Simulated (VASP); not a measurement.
Crystal: Be.

```xyz
1
Lattice="0.0000 1.5950 1.5950 1.5950 0.0000 1.5950 1.5950 1.5950 0.0000" Properties=species:S:1:pos:R:3 pbc="T T T"
Be    0.0000    0.0000    0.0000
```

This isn't the form of Be at room conditions, which is hcp.

| Item | Value |
| --- | --- |
| Program | VASP 6.6.1 |
| Task | relaxation of cell and atoms |
| Functional | LDA |
| Potentials or basis | VASP PAW LDA potentials, release 64 (Be) |
| Cutoff | 600 eV |
| k mesh | 14 × 14 × 14 |
| Occupations | fermi-dirac, width 0.05 eV |
| Spin | no spin polarisation |

At the start: pressure -8.8 GPa; volume 8.12 Å³/atom.

Problem. Where does the relaxation end?

Solution. Over 3 steps the energy falls by 17.1 meV/atom and the volume is 7.53 Å³/atom (-7.3 %); space group Fm-3m (No. 225, to 0.1 Å) before and after.

The path:
```csv
step,energy change (eV),largest force (eV/Å),pressure (GPa),volume (Å³)
1,0.0000,0.0000,-8.76,8.12
2,-0.0168,0.0000,-1.40,7.61
3,-0.0171,0.0000,-0.05,7.53
```

Final structure:
```xyz
1
Lattice="0.0000 1.5555 1.5555 1.5555 0.0000 1.5555 1.5555 1.5555 0.0000" Properties=species:S:1:pos:R:3 pbc="T T T"
Be    0.0000    0.0000    0.0000
```
